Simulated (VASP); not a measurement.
# BiS (Fm-3m) in VASP: further runs

Runs on BiS. Level: r2SCAN. Tasks: single point.

Program: VASP 6.6.1. These are calculated values, not measurements. Logs are shortened: lines on timing, memory, paths and dates and some standing lists are left out, and cuts for length are marked.

### Step 1. The cell of the first run

Symmetry: Fm-3m, No. 225, cubic system. Conventional cell: a = 5.750 Å, b = 5.750 Å, c = 5.750 Å, α = 90.00°, β = 90.00°, γ = 90.00°. Within 3.8 Å of Bi (site symmetry m-3m) lie 6 S at 2.87 Å. Within 3.8 Å of S (site symmetry m-3m) lie 6 Bi at 2.87 Å.

### Step 2. Single point, r2SCAN

File POSCAR:

```
BiS
1.0
    0.0000000000      2.8749210000      2.8749210000
    2.8749210000      0.0000000000      2.8749210000
    2.8749210000      2.8749210000      0.0000000000
Bi S
1 1
Direct
    0.0000000000      0.0000000000      0.0000000000
    0.5000000000      0.5000000000      0.5000000000
```

File INCAR.step1:

```
SYSTEM = BiS
  PREC = Accurate
  ENCUT = 550
  ISMEAR = -1
  SIGMA = 0.1
  LREAL = .False.
  LASPH = .True.
  NELM = 120
  NBANDS = 18
  GGA = PE
  ALGO = Normal
  EDIFF = 1E-5
  LWAVE = .True.
  LCHARG = .False.
  GGA_COMPAT = .False.
```

File INCAR.step2:

```
SYSTEM = BiS
  PREC = Accurate
  ENCUT = 550
  EDIFF = 1E-6
  ISMEAR = -1
  SIGMA = 0.1
  LREAL = .False.
  LASPH = .True.
  NELM = 120
  ALGO = Normal
  ISIF = 2
  LWAVE = .False.
  LCHARG = .False.
  METAGGA = R2SCAN
  LMIXTAU = .True.
  NBANDS = 18
  ISTART = 1
  GGA_COMPAT = .False.
```

File KPOINTS:

```
Automatic mesh
0
Gamma
  5 5 5
  0 0 0
```

Potentials or basis: VASP PAW PBE potentials, release 64 (Bi_d, S).

Run with:

```console
cat potpaw_PBE.64/Bi_d/POTCAR potpaw_PBE.64/S/POTCAR > POTCAR
cp INCAR.step1 INCAR
mpirun -np 1 vasp_std > vasp.out
cp INCAR.step2 INCAR
mpirun -np 1 vasp_std > vasp.out
```

OUTCAR:

```text
SYSTEM = BiS
   PREC = Accurate
   ENCUT = 550
   EDIFF = 1E-6
   ISMEAR = -1
   LREAL = .False.
   LASPH = .True.
   NELM = 120
   ISIF = 2
   METAGGA = R2SCAN
   ISTART = 1

 ion  position               nearest neighbor table
   1  0.000  0.000  0.000-   2 2.87   2 2.87   2 2.87   2 2.87   2 2.87   2 2.87
   2  0.500  0.500  0.500-   1 2.87   1 2.87   1 2.87   1 2.87   1 2.87   1 2.87

  LATTYP: Found a face centered cubic cell.
 ALAT       =     5.7498420000

  Lattice vectors:

 A1 = (   0.0000000000,   2.8749210000,   2.8749210000)
 A2 = (   2.8749210000,   0.0000000000,   2.8749210000)
 A3 = (   2.8749210000,   2.8749210000,   0.0000000000)

Analysis of symmetry for initial positions (statically):
=====================================================================
 Subroutine PRICEL returns:
 Original cell was already a primitive cell.

 Routine SETGRP: Setting up the symmetry group for a
 face centered cubic supercell.

 Subroutine GETGRP returns: Found 48 space group operations
 (whereof 48 operations were pure point group operations)
 out of a pool of 48 trial point group operations.

The static configuration has the point symmetry O_h .

Analysis of symmetry for dynamics (positions and initial velocities):
=====================================================================
 Subroutine PRICEL returns:
 Original cell was already a primitive cell.

 Routine SETGRP: Setting up the symmetry group for a
 face centered cubic supercell.

 Subroutine GETGRP returns: Found 48 space group operations
 (whereof 48 operations were pure point group operations)
 out of a pool of 48 trial point group operations.

The dynamic configuration has the point symmetry O_h .

 Subroutine INISYM returns: Found 48 space group operations
 (whereof 48 operations are pure point group operations),
 and found     1 'primitive' translations

----------------------------------------------------------------------------------------

                                     Primitive cell

  volume of cell :      47.5234

  direct lattice vectors                    reciprocal lattice vectors
     0.000000000  2.874921000  2.874921000    -0.173917822  0.173917822  0.173917822
     2.874921000  0.000000000  2.874921000     0.173917822 -0.173917822  0.173917822
     2.874921000  2.874921000  0.000000000     0.173917822  0.173917822 -0.173917822

  length of vectors
     4.065752269  4.065752269  4.065752269     0.301234505  0.301234505  0.301234505

  position of ions in fractional coordinates (direct lattice)
     0.000000000  0.000000000  0.000000000
     0.500000000  0.500000000  0.500000000

  ion indices of the primitive-cell ions
   primitive index   ion index
                 1           1
                 2           2

----------------------------------------------------------------------------------------

 KPOINTS: Automatic mesh

Automatic generation of k-mesh.
 Grid dimensions read from file:
 generate k-points for:    5    5    5

 Generating k-lattice:

  Cartesian coordinates                     Fractional coordinates (reciprocal lattice)
    -0.034783564  0.034783564  0.034783564     0.200000000  0.000000000  0.000000000
     0.034783564 -0.034783564  0.034783564     0.000000000  0.200000000  0.000000000
     0.034783564  0.034783564 -0.034783564     0.000000000  0.000000000  0.200000000

  Length of vectors
     0.060246901  0.060246901  0.060246901

  Shift w.r.t. Gamma in fractional coordinates (k-lattice)
     0.000000000  0.000000000  0.000000000

 Subroutine IBZKPT returns following result:
 ===========================================

 Found     10 irreducible k-points:

 Following reciprocal coordinates:
            Coordinates               Weight
  0.000000  0.000000  0.000000      1.000000
  0.200000  0.000000  0.000000      8.000000
  0.400000  0.000000  0.000000      8.000000
  0.200000  0.200000  0.000000      6.000000
  0.400000  0.200000  0.000000     24.000000
 -0.400000  0.200000  0.000000     24.000000
 -0.200000  0.200000  0.000000     12.000000
  0.400000  0.400000  0.000000      6.000000
 -0.400000  0.400000  0.000000     12.000000
 -0.400000  0.400000  0.200000     24.000000
   k-points           NKPTS =     10   k-points in BZ     NKDIM =     10   number of bands    NBANDS=     18
   number of dos      NEDOS =    301   number of ions     NIONS =      2
   total plane-waves  NPLWV =  32768
   dimension x,y,z NGX =    32 NGY =   32 NGZ =   32
   dimension x,y,z NGXF=    64 NGYF=   64 NGZF=   64
   ions per type =               1   1
   NGX,Y,Z   is equivalent  to a cutoff of  13.08, 13.08, 13.08 a.u.
   NGXF,Y,Z  is equivalent  to a cutoff of  26.17, 26.17, 26.17 a.u.
 SYSTEM =  BiS
   PREC   = accura    normal or accurate (medium, high low for compatibility)
   ISTART =      1    job   : 0-new  1-cont  2-samecut
   ICHARG =      0    charge: 1-file 2-atom 10-const
   ISPIN  =      1    spin polarized calculation?
   LNONCOLLINEAR =      F non collinear calculations
   LSORBIT =      F    spin-orbit coupling
   LASPH  =      T    aspherical Exc in radial PAW
   ENCUT  =  550.0 eV  40.42 Ry    6.36 a.u.   7.77  7.77  7.77*2*pi/ulx,y,z
   NELM   =    120;   NELMIN=  2; NELMDL=  0     # of ELM steps
   EDIFF  = 0.1E-05   stopping-criterion for ELM
   LREAL  =      F    real-space projection
   EDIFFG = 0.1E-04   stopping-criterion for IOM
   NSW    =      0    number of steps for IOM
   IBRION =     -1    ionic relax: 0-MD 1-quasi-New 2-CG
   NFREE  =      0    steps in history (QN), initial steepest desc. (CG)
   ISIF   =      2    stress and relaxation
   ISYM   =      2    0-nonsym 1-usesym 2-fastsym
   POTIM  = 0.5000    time-step for ionic-motion
   TEBEG  =    0.0;   TEEND  =   0.0 temperature during run
   PSTRESS=    0.0 pullay stress
   NELECT =      21.0000    total number of electrons
   NUPDOWN=      -1.0000    fix difference up-down
   EMIN   =  10.00;   EMAX   =-10.00  energy-range for DOS
   EFERMI =   0.00;   METHOD = LEGACY
   ISMEAR =    -1;   SIGMA  =   0.10  broadening in eV -4-tet -1-fermi 0-gaus
   EFERMI_NEDOS =   21; number of points for ismear=-14 and -15
   IALGO  =     38    algorithm
   IMIX   =      4    mixing-type and parameters
     AMIX     =   0.40;   BMIX     =  1.00
     AMIX_MAG =   1.60;   BMIX_MAG =  1.00
  volume/ion in A,a.u.               =      23.76       160.35
  Fermi-wavevector in a.u.,A,eV,Ry     =   1.246939  2.356374 21.155126  1.554858
  Thomas-Fermi vector in A             =   2.381094
   LORBIT       =      0    0 simple, 1 ext, 2 COOP (PROOUT), +10 PAW based schemes
   METAGGA = R2SCAN    functional components
   LHFCALC =     F    Hartree Fock is set to
   AEXX    =    0.0000 exact exchange contribution
   IVDW    =     0    specifies the selected vdW correction
   LEPSILON=     F    determine dielectric tensor
   LRPA    =     F    only Hartree local field effects (RPA)
 non-spin polarized calculation
  energy-cutoff  :      550.00
  volume of cell :       47.52
 maximum number of plane-waves:      1411
   NGX = 15   NGY = 15   NGZ = 15

 number of electron      21.0000002 magnetization

 Free energy of the ion-electron system (eV)
  ---------------------------------------------------
  ext. energy  EPLUGINS =         0.00000000
  ---------------------------------------------------
  free energy    TOTEN  =       -66.44397719 eV

  energy without entropy =      -66.37091501  energy(sigma->0) =      -66.40744610

 E-fermi :   8.4523     XC(G=0): -11.0021

 val. band max:        8.3942502341   @ k =   0.2000   0.2000   0.0000
 cond. band min:       8.4701065081   @ k =  -0.4000   0.2000   0.0000
 fundamental gap:      0.0758562741
 Fermi energy:         8.4523465219

 k-point     1 :       0.0000    0.0000    0.0000
  band No.  band energies     occupation
      1     -16.0681      2.00000
      2     -16.0681      2.00000
      3     -16.0681      2.00000
      4     -16.0620      2.00000
      5     -16.0620      2.00000
      6      -8.3991      2.00000
[... 10 lines left out ...]
     17      16.1755      0.00000
     18      16.1987      0.00000

 k-point     2 :       0.2000    0.0000    0.0000
  band No.  band energies     occupation
      1     -16.0700      2.00000
      2     -16.0700      2.00000
      3     -16.0660      2.00000
      4     -16.0555      2.00000
      5     -16.0555      2.00000
      6      -7.9532      2.00000
[... 10 lines left out ...]
     17      18.5779      0.00000
     18      18.5807      0.00000

 k-point     3 :       0.4000    0.0000    0.0000
  band No.  band energies     occupation
      1     -16.0801      2.00000
      2     -16.0801      2.00000
      3     -16.0631      2.00000
      4     -16.0380      2.00000
      5     -16.0380      2.00000
      6      -6.8067      2.00000
[... 10 lines left out ...]
     17      19.1374      0.00000
     18      21.2831      0.00000

 k-point     4 :       0.2000    0.2000    0.0000
  band No.  band energies     occupation
      1     -16.0794      2.00000
      2     -16.0736      2.00000
      3     -16.0557      2.00000
      4     -16.0536      2.00000
      5     -16.0536      2.00000
      6      -7.8101      2.00000
[... 10 lines left out ...]
     17      16.7016      0.00000
     18      17.2329      0.00000

 k-point     5 :       0.4000    0.2000    0.0000
  band No.  band energies     occupation
      1     -16.0935      2.00000
      2     -16.0695      2.00000
      3     -16.0627      2.00000
      4     -16.0434      2.00000
      5     -16.0355      2.00000
      6      -6.9078      2.00000
[... 10 lines left out ...]
     17      19.0309      0.00000
     18      19.4194      0.00000

 k-point     6 :      -0.4000    0.2000    0.0000
  band No.  band energies     occupation
      1     -16.0913      2.00000
      2     -16.0709      2.00000
      3     -16.0564      2.00000
      4     -16.0435      2.00000
      5     -16.0365      2.00000
      6      -6.2651      2.00000
[... 10 lines left out ...]
     17      19.5639      0.00000
     18      21.1284      0.00000

 k-point     7 :      -0.2000    0.2000    0.0000
  band No.  band energies     occupation
      1     -16.0768      2.00000
      2     -16.0719      2.00000
      3     -16.0621      2.00000
      4     -16.0525      2.00000
      5     -16.0430      2.00000
      6      -7.2625      2.00000
[... 10 lines left out ...]
     17      17.6003      0.00000
     18      19.6944      0.00000

 k-point     8 :       0.4000    0.4000    0.0000
  band No.  band energies     occupation
      1     -16.1195      2.00000
      2     -16.0826      2.00000
      3     -16.0454      2.00000
      4     -16.0296      2.00000
      5     -16.0296      2.00000
      6      -6.4746      2.00000
[... 10 lines left out ...]
     17      19.8189      0.00000
     18      19.8189      0.00000

 k-point     9 :      -0.4000    0.4000    0.0000
  band No.  band energies     occupation
      1     -16.1160      2.00000
      2     -16.0734      2.00000
      3     -16.0517      2.00000
      4     -16.0329      2.00000
      5     -16.0291      2.00000
      6      -6.0441      2.00000
[... 10 lines left out ...]
     17      19.9857      0.00000
     18      20.7174      0.00000

 k-point    10 :      -0.4000    0.4000    0.2000
  band No.  band energies     occupation
      1     -16.1033      2.00000
      2     -16.0635      2.00000
      3     -16.0612      2.00000
      4     -16.0437      2.00000
      5     -16.0299      2.00000
      6      -6.1520      2.00000
[... 10 lines left out ...]
     17      19.2007      0.00000
     18      20.4539      0.00000

------------------------ aborting loop because EDIFF is reached ----------------------------------------

  FORCE on cell =-STRESS in cart. coord.  units (eV):
  Direction    XX          YY          ZZ          XY          YZ          ZX
  --------------------------------------------------------------------------------------
  -------------------------------------------------------------------------------------
  Total        2.1853159      2.1853159      2.1853159      0.0000000     -0.0000000     -0.0000000
  in kB       73.6744774     73.6744774     73.6744774      0.0000000     -0.0000000     -0.0000000
  external PRESSURE =      73.6744774 kB  Pullay stress =       0.0000000 kB

 VOLUME and BASIS-vectors are now :
 -----------------------------------------------------------------------------
  energy-cutoff  :      550.00
  volume of cell :       47.52
      direct lattice vectors                 reciprocal lattice vectors
     0.000000000  2.874921000  2.874921000    -0.173917822  0.173917822  0.173917822
     2.874921000  0.000000000  2.874921000     0.173917822 -0.173917822  0.173917822
     2.874921000  2.874921000  0.000000000     0.173917822  0.173917822 -0.173917822

 POSITION                                       TOTAL-FORCE (eV/Angst)
 -----------------------------------------------------------------------------------
      0.00000      0.00000      0.00000        -0.000000     -0.000000     -0.000000
      2.87492      2.87492      2.87492         0.000000      0.000000      0.000000
 -----------------------------------------------------------------------------------
    total drift:                                0.000000     -0.000000     -0.000000

  FREE ENERGIE OF THE ION-ELECTRON SYSTEM (eV)
  ---------------------------------------------------
  free  energy   TOTEN  =       -66.4439771861 eV

  energy  without entropy=      -66.3709150095  energy(sigma->0) =      -66.40744610
```

Wall time 40 s (1 thread of Intel Xeon Platinum 8488C (Sapphire Rapids), shared host); peak memory 0.18 GiB.

What came out:

```
Free energy : -66.4440 eV
Pressure    : 7.4 GPa
```

Caveat: the k points lie up to 0.38 Å⁻¹ apart; the PAW data sets were made with another functional, which shifts forces and pressure a little; spin-orbit coupling is left out, which moves the levels of the heavy elements.

(Part 1 of 2 ends here.)
